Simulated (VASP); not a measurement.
# ZnCdSi2P4 (P1) in VASP: a series of runs

The runs below take ZnCdSi2P4 through single point, with PBEsol.

Program: VASP 6.6.1. These are calculated values, not measurements. Logs are shortened: lines on timing, memory, paths and dates and some standing lists are left out, and cuts for length are marked.

## (1) The cell of the first run

The typed cell holds 16 atoms: a = 5.516 Å, b = 5.516 Å, c = 10.476 Å, α = 90.00°, β = 90.00°, γ = 90.00°.

## (2) Single point, PBEsol

The input, INCAR:

```
PREC = Accurate
ENCUT = 520
EDIFF = 1E-6
ISMEAR = -1
SIGMA = 0.05
LREAL = Auto
LASPH = True
NELM = 60
ALGO = Normal
ISIF = 2
LWAVE = False
LCHARG = False
GGA = PS
NBANDS = 66
```

The input, KPOINTS:

```
Automatic mesh
0
Gamma
  2 2 2
  0.5 0.5 0.5
```

The input, POSCAR:

```
ZnCdSi2P4
1.0
    5.5160660000     -0.0000290000     -0.0000110000
   -0.0000290000      5.5160660000     -0.0000110000
   -0.0000200000     -0.0000200000     10.4762320000
Zn Cd Si P
2 2 4 8
Direct
    0.0231500000      0.0015290000      0.9915110000
    0.4794040000      0.0174830000      0.7470040000
    0.9580190000      0.4927540000      0.2276400000
    0.4982420000      0.5168530000      0.4902000000
    0.9767120000      0.9999440000      0.5102460000
    0.4965390000      0.0098160000      0.2633340000
    0.5193000000      0.4774470000      0.0017280000
    0.9961970000      0.4844820000      0.7502290000
    0.2928620000      0.2550150000      0.1165660000
    0.2160810000      0.2574190000      0.6264150000
    0.7285320000      0.7457970000      0.1239580000
    0.7209300000      0.2365110000      0.3808250000
    0.2696990000      0.7726990000      0.3684550000
    0.2449150000      0.7156960000      0.8845960000
    0.7774750000      0.7479510000      0.6152800000
    0.7692660000      0.2934590000      0.8859890000
```

Potentials or basis: VASP PAW PBE potentials, release 64 (Zn, Cd, Si, P).

Run with:

```bash
$ cat potpaw_PBE.64/Zn/POTCAR potpaw_PBE.64/Cd/POTCAR potpaw_PBE.64/Si/POTCAR potpaw_PBE.64/P/POTCAR > POTCAR
$ mpirun -np 1 vasp_std > vasp.out
```

OUTCAR:

```text
PREC = Accurate
   ENCUT = 520
   EDIFF = 1E-6
   ISMEAR = -1
   LREAL = Auto
   LASPH = True
   NELM = 60
   ISIF = 2
   GGA = PS

 ion  position               nearest neighbor table
   1  0.023  0.002  0.992-  14 2.29  16 2.40   9 2.43  11 2.56
   2  0.479  0.017  0.747-  10 2.34  14 2.55  15 2.61  16 2.64
   3  0.958  0.493  0.228-  11 2.17  12 2.51   9 2.55  13 2.74   7 3.39   4 3.74
   4  0.498  0.517  0.490-  13 2.28  12 2.28  15 2.39  10 2.55   3 3.74
   5  0.977  1.000  0.510-  15 2.09  10 2.29  12 2.35  13 2.53
   6  0.497  0.010  0.263-  13 2.12  12 2.15   9 2.34  11 2.43
   7  0.519  0.477  0.002-  16 2.10   9 2.12  11 2.27  14 2.35   3 3.39
   8  0.996  0.484  0.750-  16 2.17  10 2.17  14 2.34  15 2.36
   9  0.293  0.255  0.117-   7 2.12   6 2.34   1 2.43   3 2.55
  10  0.216  0.257  0.626-   8 2.17   5 2.29   2 2.34   4 2.55
  11  0.729  0.746  0.124-   3 2.17   7 2.27   6 2.43   1 2.56
  12  0.721  0.237  0.381-   6 2.15   4 2.28   5 2.35   3 2.51
  13  0.270  0.773  0.368-   6 2.12   4 2.28   5 2.53   3 2.74
  14  0.245  0.716  0.885-   1 2.29   8 2.34   7 2.35   2 2.55
  15  0.777  0.748  0.615-   5 2.09   8 2.36   4 2.39   2 2.61
  16  0.769  0.293  0.886-   7 2.10   8 2.17   1 2.40   2 2.64

  LATTYP: Found a base centered orthorhombic cell.
 ALAT       =     7.8008543360
 B/A-ratio  =     1.0000105148
 C/A-ratio  =     1.3429595720

  Lattice vectors:

 A1 = (  -5.5160660000,   0.0000290000,   0.0000110000)
 A2 = (   0.0000290000,  -5.5160660000,   0.0000110000)
 A3 = (  -0.0000200000,  -0.0000200000,  10.4762320000)

Analysis of symmetry for initial positions (statically):
=====================================================================
 Subroutine PRICEL returns:
 Original cell was already a primitive cell.

 Routine SETGRP: Setting up the symmetry group for a
 base centered orthorhombic supercell.

 Subroutine GETGRP returns: Found  1 space group operations
 (whereof  1 operations were pure point group operations)
 out of a pool of  8 trial point group operations.

The static configuration has the point symmetry C_1 .

Analysis of symmetry for dynamics (positions and initial velocities):
=====================================================================
 Subroutine PRICEL returns:
 Original cell was already a primitive cell.

 Routine SETGRP: Setting up the symmetry group for a
 base centered orthorhombic supercell.

 Subroutine GETGRP returns: Found  1 space group operations
 (whereof  1 operations were pure point group operations)
 out of a pool of  8 trial point group operations.

The dynamic configuration has the point symmetry C_1 .

 Subroutine INISYM returns: Found  1 space group operations
 (whereof  1 operations are pure point group operations),
 and found     1 'primitive' translations

----------------------------------------------------------------------------------------

                                     Primitive cell

  volume of cell :     318.7601

  direct lattice vectors                    reciprocal lattice vectors
     5.516066000 -0.000029000 -0.000011000     0.181288621  0.000000953  0.000000346
    -0.000029000  5.516066000 -0.000011000     0.000000953  0.181288621  0.000000346
    -0.000020000 -0.000020000 10.476232000     0.000000190  0.000000190  0.095454167

  length of vectors
     5.516066000  5.516066000 10.476232000     0.181288621  0.181288621  0.095454167

  position of ions in fractional coordinates (direct lattice)
     0.023150000  0.001529000  0.991511000
     0.479404000  0.017483000  0.747004000
     0.958019000  0.492754000  0.227640000
     0.498242000  0.516853000  0.490200000
     0.976712000  0.999944000  0.510246000
     0.496539000  0.009816000  0.263334000
[... 8 lines left out ...]
     0.777475000  0.747951000  0.615280000
     0.769266000  0.293459000  0.885989000

  ion indices of the primitive-cell ions
   primitive index   ion index
                 1           1
                 2           2
                 3           3
                 4           4
                 5           5
                 6           6
[... 8 lines left out ...]
                15          15
                16          16

----------------------------------------------------------------------------------------

 KPOINTS: Automatic mesh

Automatic generation of k-mesh.
 Grid dimensions read from file:
 generate k-points for:    2    2    2

 Generating k-lattice:

  Cartesian coordinates                     Fractional coordinates (reciprocal lattice)
     0.090644311  0.000000477  0.000000173     0.500000000 -0.000000000 -0.000000000
     0.000000477  0.090644311  0.000000173    -0.000000000  0.500000000 -0.000000000
     0.000000095  0.000000095  0.047727084     0.000000000  0.000000000  0.500000000

  Length of vectors
     0.090644311  0.090644311  0.047727084

  Shift w.r.t. Gamma in fractional coordinates (k-lattice)
     0.500000000  0.500000000  0.500000000

 Subroutine IBZKPT returns following result:
 ===========================================

 Found      4 irreducible k-points:

 Following reciprocal coordinates:
            Coordinates               Weight
  0.250000  0.250000  0.250000      2.000000
 -0.250000 -0.250000  0.250000      2.000000
 -0.250000  0.250000  0.250000      2.000000
  0.250000 -0.250000  0.250000      2.000000
   k-points           NKPTS =      4   k-points in BZ     NKDIM =      4   number of bands    NBANDS=     66
   number of dos      NEDOS =    301   number of ions     NIONS =     16
   total plane-waves  NPLWV = 141120
   dimension x,y,z NGX =    42 NGY =   42 NGZ =   80
   dimension x,y,z NGXF=    84 NGYF=   84 NGZF=  160
   ions per type =               2   2   4   8
   NGX,Y,Z   is equivalent  to a cutoff of  12.66, 12.66, 12.70 a.u.
   NGXF,Y,Z  is equivalent  to a cutoff of  25.32, 25.32, 25.39 a.u.
 SYSTEM =  unknown system
   PREC   = accura    normal or accurate (medium, high low for compatibility)
   ISTART =      0    job   : 0-new  1-cont  2-samecut
   ICHARG =      2    charge: 1-file 2-atom 10-const
   ISPIN  =      1    spin polarized calculation?
   LNONCOLLINEAR =      F non collinear calculations
   LSORBIT =      F    spin-orbit coupling
   LASPH  =      T    aspherical Exc in radial PAW
   ENCUT  =  520.0 eV  38.22 Ry    6.18 a.u.  10.26 10.26 19.48*2*pi/ulx,y,z
   NELM   =     60;   NELMIN=  2; NELMDL= -5     # of ELM steps
   EDIFF  = 0.1E-05   stopping-criterion for ELM
   LREAL  =      T    real-space projection
   EDIFFG = 0.1E-04   stopping-criterion for IOM
   NSW    =      0    number of steps for IOM
   IBRION =     -1    ionic relax: 0-MD 1-quasi-New 2-CG
   NFREE  =      0    steps in history (QN), initial steepest desc. (CG)
   ISIF   =      2    stress and relaxation
   ISYM   =      2    0-nonsym 1-usesym 2-fastsym
   POTIM  = 0.5000    time-step for ionic-motion
   TEBEG  =    0.0;   TEEND  =   0.0 temperature during run
   PSTRESS=    0.0 pullay stress
   NELECT =     104.0000    total number of electrons
   NUPDOWN=      -1.0000    fix difference up-down
   EMIN   =  10.00;   EMAX   =-10.00  energy-range for DOS
   EFERMI =   0.00;   METHOD = LEGACY
   ISMEAR =    -1;   SIGMA  =   0.05  broadening in eV -4-tet -1-fermi 0-gaus
   EFERMI_NEDOS =   21; number of points for ismear=-14 and -15
   IALGO  =     38    algorithm
   IMIX   =      4    mixing-type and parameters
     AMIX     =   0.40;   BMIX     =  1.00
     AMIX_MAG =   1.60;   BMIX_MAG =  1.00
  volume/ion in A,a.u.               =      19.92       134.44
  Fermi-wavevector in a.u.,A,eV,Ry     =   1.127019  2.129757 17.281740  1.270172
  Thomas-Fermi vector in A             =   2.263703
   LORBIT       =      0    0 simple, 1 ext, 2 COOP (PROOUT), +10 PAW based schemes
   GGA     = PS    functional components
   LHFCALC =     F    Hartree Fock is set to
   AEXX    =    0.0000 exact exchange contribution
   IVDW    =     0    specifies the selected vdW correction
   LEPSILON=     F    determine dielectric tensor
   LRPA    =     F    only Hartree local field effects (RPA)
 non-spin polarized calculation
  energy-cutoff  :      520.00
  volume of cell :      318.76
 maximum number of plane-waves:      8560
 NGX is ok and might be reduce to    42
   NGX = 21   NGY = 21   NGZ = 39

 number of electron     103.9999990 magnetization

 Free energy of the ion-electron system (eV)
  ---------------------------------------------------
  ext. energy  EPLUGINS =         0.00000000
  ---------------------------------------------------
  free energy    TOTEN  =       -75.43429182 eV

  energy without entropy =      -75.43429181  energy(sigma->0) =      -75.43429181

 E-fermi :   5.0255     XC(G=0):  -9.8967

 val. band max:        4.0897313998   @ k =  -0.2500   0.2500   0.2500
 cond. band min:       5.9584364002   @ k =  -0.2500  -0.2500   0.2500
 fundamental gap:      1.8687050004
 Fermi energy:         5.0254548895

 k-point     1 :       0.2500    0.2500    0.2500
  band No.  band energies     occupation
      1      -8.3176      2.00000
      2      -7.9245      2.00000
      3      -7.3604      2.00000
      4      -6.8451      2.00000
      5      -6.4950      2.00000
      6      -6.3850      2.00000
[... 56 lines left out ...]
     63       8.2245      0.00000
     64       8.6499      0.00000

 k-point     2 :      -0.2500   -0.2500    0.2500
  band No.  band energies     occupation
      1      -8.3074      2.00000
      2      -7.9527      2.00000
      3      -7.3412      2.00000
      4      -6.7905      2.00000
      5      -6.5392      2.00000
      6      -6.3486      2.00000
[... 56 lines left out ...]
     63       8.4648      0.00000
     64       8.5887      0.00000

 k-point     3 :      -0.2500    0.2500    0.2500
  band No.  band energies     occupation
      1      -8.3043      2.00000
      2      -7.9313      2.00000
      3      -7.3625      2.00000
      4      -6.7973      2.00000
      5      -6.5410      2.00000
      6      -6.3527      2.00000
[... 56 lines left out ...]
     63       8.1355      0.00000
     64       8.4382      0.00000

 k-point     4 :       0.2500   -0.2500    0.2500
  band No.  band energies     occupation
      1      -8.3000      2.00000
      2      -7.9408      2.00000
      3      -7.3543      2.00000
      4      -6.8286      2.00000
      5      -6.5086      2.00000
      6      -6.3578      2.00000
[... 56 lines left out ...]
     63       8.2461      0.00000
     64       8.3734      0.00000
 [bands above 64 left out]

------------------------ aborting loop because EDIFF is reached ----------------------------------------

  FORCE on cell =-STRESS in cart. coord.  units (eV):
  Direction    XX          YY          ZZ          XY          YZ          ZX
  --------------------------------------------------------------------------------------
  -------------------------------------------------------------------------------------
  Total        7.6192331      8.6790965      5.0811550     -1.1980239     -4.0897021     -1.9088561
  in kB       38.2963889     43.6235579     25.5393012     -6.0216021    -20.5559825     -9.5944427
  external PRESSURE =      35.8197493 kB  Pullay stress =       0.0000000 kB

 VOLUME and BASIS-vectors are now :
 -----------------------------------------------------------------------------
  energy-cutoff  :      520.00
  volume of cell :      318.76
      direct lattice vectors                 reciprocal lattice vectors
     5.516066000 -0.000029000 -0.000011000     0.181288621  0.000000953  0.000000346
    -0.000029000  5.516066000 -0.000011000     0.000000953  0.181288621  0.000000346
    -0.000020000 -0.000020000 10.476232000     0.000000190  0.000000190  0.095454167

 POSITION                                       TOTAL-FORCE (eV/Angst)
 -----------------------------------------------------------------------------------
      0.12768      0.00841     10.38730        -0.469859     -0.036581      0.660426
      2.64441      0.09641      7.82578         0.509476     -0.656538      0.603116
      5.28448      2.71803      2.38479         2.890440     -1.914523      2.065415
      2.74831      2.85097      5.13544        -0.661339     -0.240439      1.595679
      5.38757      5.51572      5.34543         1.870488      1.031012     -2.097214
      2.73894      0.05413      2.75874         0.326771     -0.406336     -2.447893
[... 8 lines left out ...]
      4.28857      4.12571      6.44580        -0.582757     -0.489297      2.895592
      4.24330      1.61870      9.28181         0.046224     -2.583289     -1.364054
 -----------------------------------------------------------------------------------
    total drift:                                0.003014      0.000196      0.000343

  FREE ENERGIE OF THE ION-ELECTRON SYSTEM (eV)
  ---------------------------------------------------
  free  energy   TOTEN  =       -75.4342918194 eV

  energy  without entropy=      -75.4342918071  energy(sigma->0) =      -75.43429181
```

Wall time 2.8 min (1 thread of Intel Xeon Platinum 8259CL at 2.50GHz (Skylake/Cascade Lake), shared host); peak memory 0.37 GiB.

What came out:

```
Free energy            : -75.4343 eV
Pressure               : 3.6 GPa
Largest force          : 4.657 eV/Å
Band gap on the k mesh : 1.87 eV, indirect (least direct gap 1.93 eV)
```

Forces on the atoms (eV/Å):
```
Zn  -0.470 -0.037  0.660
Zn   0.509 -0.657  0.603
Cd   2.890 -1.915  2.065
Cd  -0.661 -0.240  1.596
Si   1.870  1.031 -2.097
Si   0.327 -0.406 -2.448
Si  -1.037  2.878  0.199
Si   0.364  2.167  0.202
P   -0.813 -1.656  1.182
P    0.088 -0.825 -0.250
P   -2.331  3.572 -1.869
P    2.600 -1.790 -0.140
P   -3.646  1.238 -0.035
P    0.845 -0.288 -1.200
P   -0.583 -0.489  2.896
P    0.046 -2.583 -1.364
```

Levels at points of the mesh, in eV from the valence-band top:
| k point | band 48 | band 49 | band 50 | band 51 | band 52 | band 53 | band 54 | band 55 | band 56 | band 57 |
| --- | --- | --- | --- | --- | --- | --- | --- | --- | --- | --- |
| (0.25, 0.25, 0.25) | -1.13 | -0.65 | -0.48 | -0.20 | -0.08 | 1.95 | 2.21 | 2.39 | 2.46 | 2.65 |

Caveat: the k points lie up to 0.57 Å⁻¹ apart; the PAW data sets were made with another functional, which shifts forces and pressure a little. A k mesh can miss the band edges.

## (3) Single point, PBEsol

The input, INCAR:

```
PREC = Accurate
ENCUT = 520
EDIFF = 1E-6
ISMEAR = -1
SIGMA = 0.05
LREAL = Auto
LASPH = T
NELM = 80
ALGO = Normal
ISIF = 2
LWAVE = F
LCHARG = F
GGA = PS
NBANDS = 66
```

The input, KPOINTS:

```
Automatic mesh
0
Gamma
  3 3 3
```

POSCAR is that of step 2.

Potentials or basis: VASP PAW PBE potentials, release 64 (Zn, Cd, Si, P).

Run with:

```bash
$ cat potpaw_PBE.64/Zn/POTCAR potpaw_PBE.64/Cd/POTCAR potpaw_PBE.64/Si/POTCAR potpaw_PBE.64/P/POTCAR > POTCAR
$ mpirun -np 1 vasp_std > vasp.out
```

Wall time 8.3 min (1 thread of Intel Xeon Platinum 8259CL at 2.50GHz (Skylake/Cascade Lake), shared host); peak memory 0.46 GiB.

The run converged. Its results:

```
Free energy            : -75.5726 eV
Pressure               : 3.5 GPa
Largest force          : 4.675 eV/Å
Band gap on the k mesh : 0.97 eV, direct
```

Forces on the atoms (eV/Å):
```
Zn  -0.474 -0.041  0.667
Zn   0.515 -0.661  0.604
Cd   2.889 -1.915  2.078
Cd  -0.676 -0.242  1.606
Si   1.876  1.043 -2.136
Si   0.322 -0.384 -2.502
Si  -1.020  2.873  0.177
Si   0.348  2.164  0.207
P   -0.849 -1.712  1.215
P    0.121 -0.814 -0.307
P   -2.307  3.611 -1.870
P    2.622 -1.768 -0.093
P   -3.659  1.219  0.021
P    0.818 -0.257 -1.204
P   -0.603 -0.520  2.907
P    0.077 -2.595 -1.370
```

Stress tensor (GPa, compression positive):
```
 3.49 -0.64 -0.97
-0.64  4.03 -2.04
-0.97 -2.04  2.92
```

Levels at points of the mesh, in eV from the valence-band top:
```
           k point  band 50  band 51  band 52  band 53  band 54  band 55
(0.00, 0.00, 0.00)    -0.28    -0.17     0.00     0.97     1.35     1.50
```

Caveat: the PAW data sets were made with another functional, which shifts forces and pressure a little. A k mesh can miss the band edges.
